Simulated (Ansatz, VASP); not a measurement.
# AlGaN2 in VASP and in Ansatz

```xyz
4
Lattice="3.0081 0.0000 0.0000 0.0000 3.0081 0.0000 0.0000 0.0000 5.0779" Properties=species:S:1:pos:R:3 pbc="T T T"
Al    1.5040    1.5040    2.5390
Ga    0.0000    0.0000    0.0000
N     1.5040    0.0000    3.7669
N     0.0000    1.5040    1.3111
```

Alike in both runs: functional LDA; k mesh 8 × 8 × 6; occupations gaussian, width 0.05 eV; no spin polarisation.

Ansatz relaxed the structure, and its values are those at the end. VASP's run is a single point on that final structure, the one shown.

|  | VASP | Ansatz |
| --- | --- | --- |
| version | VASP 6.6.1 | Ansatz 0.2.0 |
| potentials or method | VASP PAW LDA potentials, release 64 (Al, Ga_d, N), cutoff 520 eV | scalar-relativistic, plane waves, PAW |
| valence electrons in the cell | 26 | 26 |

Ansatz gave:

```
gap on the k mesh at the Fermi level (eV) : 1.88
least direct gap on the mesh (eV)         : 1.90
pressure (GPa)                            : -14.9
rms of the force components (eV/Å)        : 0.000
```

Problem. Estimate VASP's values.

Solution. gap on the k mesh at the Fermi level (eV): 1.89; least direct gap on the mesh (eV): 1.91; pressure (GPa): -14.3; rms of the force components (eV/Å): 0.013.

Ansatz warns that its potentials were made for another functional, while VASP's fit it. LDA's correlation is that of Perdew and Zunger in VASP and of Perdew and Wang (1992) in Ansatz. Ansatz's warnings: stress scf threshold loose.
